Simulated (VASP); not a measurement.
**Co: single point with PBEsol**

The system is Co.

```xyz
2
Lattice="2.4564 0.0000 0.0000 -1.2282 2.1273 0.0000 0.0000 0.0000 3.9694" Properties=species:S:1:pos:R:3 pbc="T T T"
Co    0.0000    1.4182    0.9924
Co    1.2282    0.7091    2.9771
```

```
Program                : VASP 6.6.1
Task                   : single point
Functional             : PBEsol
Potentials or basis    : VASP PAW PBE potentials, release 64 (Co)
Cutoff                 : 520 eV
k mesh                 : 18 × 18 × 10
Occupations            : gaussian, width 0.1 eV
Spin                   : collinear spin, ferromagnetic start
Starting moments       : [1.78, 1.78] μB
Dipole correction      : no
Further INCAR settings : ALGO = Normal; EDIFF = 1e-06; NBANDS = 20
```

```json
{"Pressure": "-0.9 GPa", "Net moment": "3.14 μB per cell", "Site moments": "Co +1.58 μB", "Valence electrons inside the program's atomic spheres": "Co 8.36"}
```

Stress tensor (GPa, compression positive):
```
-0.87  0.00  0.00
 0.00 -0.87  0.00
 0.00  0.00 -1.00
```

Levels at points of the mesh, in eV from the Fermi level:
Spin up:
| k point | band 8 | band 9 | band 10 | band 11 | band 12 | band 13 |
| --- | --- | --- | --- | --- | --- | --- |
| (0.00, 0.00, 0.00) | -1.91 | -1.91 | -0.72 | -0.72 | -0.14 | 6.77 |
| (0.50, 0.00, 0.00) | -0.58 | -0.47 | -0.42 | 1.44 | 3.54 | 10.02 |
| (0.00, 0.00, 0.50) | -2.70 | -1.05 | -1.05 | -1.05 | -1.05 | 15.53 |
| (0.50, 0.00, 0.50) | -1.00 | -0.48 | -0.48 | 1.64 | 1.64 | 7.66 |
Spin down:
```csv
k point,band 5,band 6,band 7,band 8,band 9,band 10
"(0.00, 0.00, 0.00)",-1.04,-0.65,-0.65,-0.21,-0.21,-0.12
"(0.50, 0.00, 0.00)",-1.22,-1.11,-0.67,1.24,1.38,1.42
"(0.00, 0.00, 0.50)",-1.12,-1.12,-1.12,-1.12,0.74,0.74
"(0.50, 0.00, 0.50)",-0.09,-0.09,0.26,0.26,1.35,1.35
```

It took 5 min on 1 thread of Intel Xeon 8259CL, with other jobs on the host, peak memory 0.24 GiB.

Caveat: the PAW data sets were made with another functional, which shifts forces and pressure a little.
